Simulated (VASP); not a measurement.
Wanted: the native input for a VASP 6.6.1 run.

* Task: single point
* Functional: PBEsol
* Potentials or basis: VASP PAW PBE potentials, release 64 (Hf_pv, Si)
* Cutoff: 520 eV
* k mesh: 10 × 10 × 10
* Occupations: gaussian, width 0.1 eV
* Spin: no spin polarisation
* Dipole correction: no
* Further INCAR settings: ALGO = Fast; EDIFF = 1e-06; NBANDS = 33

The structure of Hf2Si lies in POSCAR:

```
Hf2Si
1.0
   -3.1868156659      3.1868156659      2.5223632496
    3.1868156659     -3.1868156659      2.5223632496
    3.1868156659      3.1868156659     -2.5223632496
Hf Si
4 2
Direct
    0.8435320404      0.6564679596      0.5000000000
    0.3435320404      0.8435320404      0.1870640808
    0.1564679596      0.3435320404      0.5000000000
    0.6564679596      0.1564679596      0.8129359192
    0.7500000000      0.7500000000      0.0000000000
    0.2500000000      0.2500000000      0.0000000000
```

The input as run:

INCAR

```
SYSTEM = Hf2Si
PREC = Accurate
ENCUT = 520
EDIFF = 1E-6
ISMEAR = 0
SIGMA = 0.1
LREAL = .False.
LASPH = .True.
NELM = 100
ALGO = Fast
ISIF = 2
LWAVE = .False.
LCHARG = .False.
GGA = PS
NBANDS = 33
```

KPOINTS

```
regular mesh
0
Gamma
  10 10 10
  0 0 0
```

Potentials or basis: VASP PAW PBE potentials, release 64 (Hf_pv, Si).

Run with:

```sh
$ cat potpaw_PBE.64/Hf_pv/POTCAR potpaw_PBE.64/Si/POTCAR > POTCAR
$ mpirun -np 1 vasp_std > vasp.out
```

It gave:

```json
{"Pressure": "10.3 GPa", "Largest force": "0.013 eV/Å", "Band gap on the k mesh": "zero (bands 24 and 25 overlap by 0.87 eV)"}
```

Caveat: the cell stands under pressure; the PAW data sets were made with another functional, which shifts forces and pressure a little; spin-orbit coupling is left out, which moves the levels of the heavy elements.

Wall time 9.6 min on 1 thread of Intel Xeon 8259CL (shared host), peak memory 0.43 GiB.
